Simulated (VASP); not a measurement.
# Ti3Al (P-6m2) in VASP: notebook, part 3 of 3

VASP 6.6.1.

## (6) Single point, PBEsol+D3(BJ)

This run uses another cell than the first one, of 15.85 Å³/atom, 0.926 times its volume.

INCAR

```
SYSTEM = Ti3Al
PREC = Accurate ; ENCUT = 520
EDIFF = 1E-7 ; ISMEAR = -1
SIGMA = 0.05 ; LREAL = .False.
LASPH = .True. ; NELM = 100
ALGO = Fast ; ISIF = 2
LWAVE = .False. ; LCHARG = .False.
GGA = PS ; IVDW = 12
NBANDS = 28
```

KPOINTS

```
Automatic mesh
0
Gamma
  10 10 3
  0 0 0
```

POSCAR

```
Ti3Al
1.0
    2.8476970635      0.0000000000      0.0000000000
   -1.4238485317      2.4661779993      0.0000000000
    0.0000000000      0.0000000000      9.0286358390
Ti Al
3 1
Direct
    0.3333333333      0.6666666667      0.2490529887
    0.3333333333      0.6666666667      0.7509470113
    0.6666666667      0.3333333333      0.0000000000
    0.6666666667      0.3333333333      0.5000000000
```

Potentials or basis: VASP PAW PBE potentials, release 64 (Ti_sv, Al).

Command:

```
$ cat potpaw_PBE.64/Ti_sv/POTCAR potpaw_PBE.64/Al/POTCAR > POTCAR
$ mpirun -np 1 vasp_std > vasp.out
```

OUTCAR:

```text
SYSTEM = Ti3Al
   PREC = Accurate
   ENCUT = 520
   EDIFF = 1E-7
   ISMEAR = -1
   LREAL = .False.
   LASPH = .True.
   NELM = 100
   ISIF = 2
   GGA = PS
   IVDW = 12
 IVDW          = 12

 ion  position               nearest neighbor table
   1  0.333  0.667  0.249-   3 2.79   3 2.79   3 2.79   4 2.80   4 2.80   4 2.80
   2  0.333  0.667  0.751-   3 2.79   3 2.79   3 2.79   4 2.80   4 2.80   4 2.80
   3  0.667  0.333  0.000-   1 2.79   2 2.79   1 2.79   2 2.79   1 2.79   2 2.79
   4  0.667  0.333  0.500-   1 2.80   2 2.80   1 2.80   2 2.80   1 2.80   2 2.80

  LATTYP: Found a hexagonal cell.
 ALAT       =     2.8476970635
 C/A-ratio  =     3.1705043190

  Lattice vectors:

 A1 = (   2.8476970635,   0.0000000000,   0.0000000000)
 A2 = (  -1.4238485317,   2.4661779993,   0.0000000000)
 A3 = (   0.0000000000,   0.0000000000,   9.0286358390)

Analysis of symmetry for initial positions (statically):
=====================================================================
 Subroutine PRICEL returns:
 Original cell was already a primitive cell.

 Routine SETGRP: Setting up the symmetry group for a
 hexagonal supercell.

 Subroutine GETGRP returns: Found 12 space group operations
 (whereof 12 operations were pure point group operations)
 out of a pool of 24 trial point group operations.

The static configuration has the point symmetry D_3h.

Analysis of symmetry for dynamics (positions and initial velocities):
=====================================================================
 Subroutine PRICEL returns:
 Original cell was already a primitive cell.

 Routine SETGRP: Setting up the symmetry group for a
 hexagonal supercell.

 Subroutine GETGRP returns: Found 12 space group operations
 (whereof 12 operations were pure point group operations)
 out of a pool of 24 trial point group operations.

[... 120 lines left out ...]
   EFERMI_NEDOS =   21; number of points for ismear=-14 and -15
   IALGO  =     68    algorithm
   IMIX   =      4    mixing-type and parameters
     AMIX     =   0.40;   BMIX     =  1.00
     AMIX_MAG =   1.60;   BMIX_MAG =  1.00
  volume/ion in A,a.u.               =      15.85       106.97
  Fermi-wavevector in a.u.,A,eV,Ry     =   1.392247  2.630965 26.372871  1.938351
  Thomas-Fermi vector in A             =   2.516008
   LORBIT       =      0    0 simple, 1 ext, 2 COOP (PROOUT), +10 PAW based schemes
   GGA     = PS    functional components
   LHFCALC =     F    Hartree Fock is set to
   AEXX    =    0.0000 exact exchange contribution
   IVDW    =    12    specifies the selected vdW correction
   LEPSILON=     F    determine dielectric tensor
   LRPA    =     F    only Hartree local field effects (RPA)
 non-spin polarized calculation
 RMM-DIIS sequential band-by-band and
  energy-cutoff  :      520.00
  volume of cell :       63.41
 maximum number of plane-waves:      1721
 NGX is ok and might be reduce to    24
   NGX = 11   NGY = 11   NGZ = 33

 number of electron      39.0000010 magnetization

 Free energy of the ion-electron system (eV)
  ---------------------------------------------------
  ext. energy  EPLUGINS =         0.00000000
  ---------------------------------------------------
  free energy    TOTEN  =       -29.58921718 eV

  energy without entropy =      -29.56222807  energy(sigma->0) =      -29.57572263

 E-fermi :   8.6990     XC(G=0): -11.6655

 val. band max:        8.6436146670   @ k =   0.2000   0.2000   0.3333
 cond. band min:       8.7149741328   @ k =   0.2000   0.0000   0.0000
 fundamental gap:      0.0713594657
 Fermi energy:         8.6989928570

 k-point     1 :       0.0000    0.0000    0.0000
  band No.  band energies     occupation
      1     -47.6634      2.00000
      2     -47.5920      2.00000
      3     -47.5181      2.00000
      4     -24.3584      2.00000
      5     -24.0321      2.00000
      6     -23.6686      2.00000
[... 733 lines left out ...]
     27      12.1374      0.00000
     28      12.5380      0.00000

 [... further k-points ...]

------------------------ aborting loop because EDIFF is reached ----------------------------------------

 Edisp (eV)   -2.26103

 E8    (eV) :    -1.5709

  FORCE on cell =-STRESS in cart. coord.  units (eV):
  Direction    XX          YY          ZZ          XY          YZ          ZX
  --------------------------------------------------------------------------------------
  -------------------------------------------------------------------------------------
  Total      -0.08646    -0.08646    -0.06755    -0.00000     0.00000     0.00000
  in kB      -2.18464    -2.18464    -1.70677    -0.00000     0.00000     0.00000
  external pressure =       -2.03 kB  Pullay stress =        0.00 kB

 VOLUME and BASIS-vectors are now :
 -----------------------------------------------------------------------------
  energy-cutoff  :      520.00
  volume of cell :       63.41
      direct lattice vectors                 reciprocal lattice vectors
     2.847697064  0.000000000  0.000000000     0.351160948  0.202742868  0.000000000
    -1.423848532  2.466177999  0.000000000     0.000000000  0.405485736  0.000000000
     0.000000000  0.000000000  9.028635839     0.000000000  0.000000000  0.110758704

 POSITION                                       TOTAL-FORCE (eV/Angst)
 -----------------------------------------------------------------------------------
     -0.00000      1.64412      2.24861         0.000000      0.000000     -0.007314
     -0.00000      1.64412      6.78003        -0.000000     -0.000000      0.007314
      1.42385      0.82206      0.00000        -0.000000      0.000000      0.000000
      1.42385      0.82206      4.51432        -0.000000     -0.000000      0.000000
 -----------------------------------------------------------------------------------
    total drift:                                0.000000     -0.000000      0.000000

  FREE ENERGIE OF THE ION-ELECTRON SYSTEM (eV)
  ---------------------------------------------------
  free  energy   TOTEN  =       -31.8502473074 eV

  energy  without entropy=      -31.8232581973  energy(sigma->0) =      -31.83675275
```

stdout:

```text
POSCAR found type information on POSCAR TiAl
 POSCAR found :  2 types and       4 ions
 scaLAPACK will be used
[... 51 lines left out ...]
 num prob  num prob  num prob  num prob  num prob  num prob  num prob  num prob RMM:  57    -0.295892170443E+02   -0.83735E-07   -0.12484E-06  1372   0.386E-03    0.765E-04
 num prob  num prob  num prob  num prob  num prob  num prob  num prob  num prob  num prob  num prob  num prob  num prob  num prob RMM:  58    -0.295892171191E+02   -0.74748E-07   -0.11252E-06  1347   0.368E-03    0.775E-04
 num prob  num prob  num prob  num prob  num prob  num prob  num prob  num prob  num prob  num prob  num prob  num prob  num prob RMM:  59    -0.295892171828E+02   -0.63742E-07   -0.99827E-07  1306   0.358E-03
```

It took 5.8 min on 1 thread of AMD EPYC 7R43 (Zen 3), shared host; peak memory 0.18 GiB.

Results:

```yaml
Free_energy: -31.8502 eV
Pressure: -0.2 GPa
Largest_force: 0.007 eV/Å
Dispersion_energy_per_atom: -0.565 eV
```

Forces in eV/Å, atoms in the order of the input:
```
Ti   0.000  0.000 -0.007
Ti   0.000  0.000  0.007
Ti   0.000  0.000  0.000
Al   0.000  0.000  0.000
```

Caveat: the PAW data sets were made with another functional, which shifts forces and pressure a little; pairwise dispersion overbinds metals, which lowers pressure and volume.

## (7) Overview

```tsv
level	cell	k mesh	gap on the mesh (eV)	pressure (GPa)	largest force (eV/Å)
PBEsol	a = 2.928, b = 2.928, c = 9.226 Å, angles 90.0, 90.0, 120.0°, 4 atoms	9 × 9 × 3	none	-3.5	0.09
PBEsol	a = 2.928, b = 2.928, c = 9.319 Å, angles 90.0, 90.0, 120.0°, 4 atoms	9 × 9 × 3	none	-4.6	0.07
PBEsol	a = 2.928, b = 2.928, c = 9.411 Å, angles 90.0, 90.0, 120.0°, 4 atoms	9 × 9 × 3	none	-5.6	0.05
PBEsol	a = 2.928, b = 2.928, c = 9.595 Å, angles 90.0, 90.0, 120.0°, 4 atoms	9 × 9 × 3	none	-7.4	0.01
PBEsol+D3(BJ)	a = 2.848, b = 2.848, c = 9.029 Å, angles 90.0, 90.0, 120.0°, 4 atoms	10 × 10 × 3	none	-0.2	0.01
```

Alike in all rows: task single point; potentials or basis VASP PAW PBE potentials, release 64 (Ti_sv, Al); no spin polarisation; cutoff (eV) 520; smearing fermi-dirac 0.05 eV.

Caveats: the PAW data sets were made with another functional, which shifts forces and pressure a little; pairwise dispersion overbinds metals, which lowers pressure and volume (some runs).

Total energies depend on the potentials used, so only differences within one code and one set of settings carry meaning.
